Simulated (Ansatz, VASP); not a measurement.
**One calculation of Pt, two programs**

INCAR

```
ALGO = Normal
EDIFF = 1E-6
ENCUT = 520
GGA = CA
ISIF = 2
ISMEAR = 1
LASPH = True
LCHARG = True
LELF = True
LREAL = False
LVHAR = True
LWAVE = False
NBANDS = 11
NELM = 100
PREC = Accurate
SIGMA = 0.1
```

The input KPOINTS:

```
k-points
0
Gamma
  35 35 35
```

Contents of POSCAR:

```
Pt
1.0
    0.0000000000      1.9465945000      1.9465945000
    1.9465945000      0.0000000000      1.9465945000
    1.9465945000      1.9465945000      0.0000000000
Pt
1
Direct
    0.0000000000      0.0000000000      0.0000000000
```

Input for Ansatz:

```yaml
crystal:
  lattice:
    - [0.0, 1.9465945, 1.9465945]
    - [1.9465945, 0.0, 1.9465945]
    - [1.9465945, 1.9465945, 0.0]
  atoms:
    - { symbol: Pt, position: [0.0, 0.0, 0.0] }
kpoints:
  mp_grid: { grid: [35, 35, 35] }
scf:
  occupations: { method: cold, width: 0.1 }
hamiltonian:
  xc: lda
  pseudopotentials: { kind: paw, azcp: { folder: soft_1 } }
output:
  forces: true
  stress: true
  populations: false
```

Alike in both runs: task single point; functional LDA; k mesh 35 × 35 × 35; no spin polarisation.

|  | VASP | Ansatz |
| --- | --- | --- |
| version | VASP 6.6.1 | Ansatz 0.2.0 |
| potentials or method | VASP PAW LDA potentials, release 64 (Pt) | plane-wave PAW, scalar-relativistic |
| plane-wave cutoff (eV) | 520 | 420 |
| occupations | methfessel-paxton of order 1, width 0.1 eV | cold, width 0.1 eV |
| valence electrons in the cell | 10 | 18 |

VASP gave:

```
pressure (GPa) : 0.8
```

Problem. Which values does Ansatz return?

Solution. Pressure (GPa): 0.0.

Ansatz warns that its potentials were made for another functional, while VASP's fit it. LDA's correlation is that of Perdew and Zunger in VASP and of Perdew and Wang (1992) in Ansatz. VASP's potentials hold 10 valence electrons a cell and Ansatz's 18, so a difference there can come from the potentials and not from the codes.

Spin-orbit coupling is off throughout.
